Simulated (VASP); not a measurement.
The system is VRu.

```
V Ru
1.0
     2.99000    0.00000    0.00000
     0.00000    2.99000    0.00000
     0.00000    0.00000    2.99000
V Ru
1 1
Direct
  0.50000 0.50000 0.50000
  0.00000 0.00000 0.00000
```

Base run:

```yaml
Program: VASP 6.6.1
Functional: BLYP
Potentials_or_basis: VASP PAW PBE potentials, release 64 (V_sv, Ru_pv)
Cutoff: 500 eV
k_mesh: 6 × 6 × 6
Occupations: fermi-dirac, width 0.1 eV
Spin: collinear spin, ferromagnetic start
Starting_moments: "[2.0, 0.0] μB"
```

Its results: pressure 14.4 GPa; net moment 0.00 μB per cell.

Q: The run is repeated on the same cell with these changes: functional from BLYP to PBEsol. What comes out?

A: Pressure -4.8 GPa; net moment 0.00 μB per cell.

PBEsol binds more tightly than BLYP, so the same cell stands under less pressure.

Caveats: the PAW data sets were made with another functional, which shifts forces and pressure a little; the cell stands under pressure (at least some runs); the cell stands under tension (at least some runs).
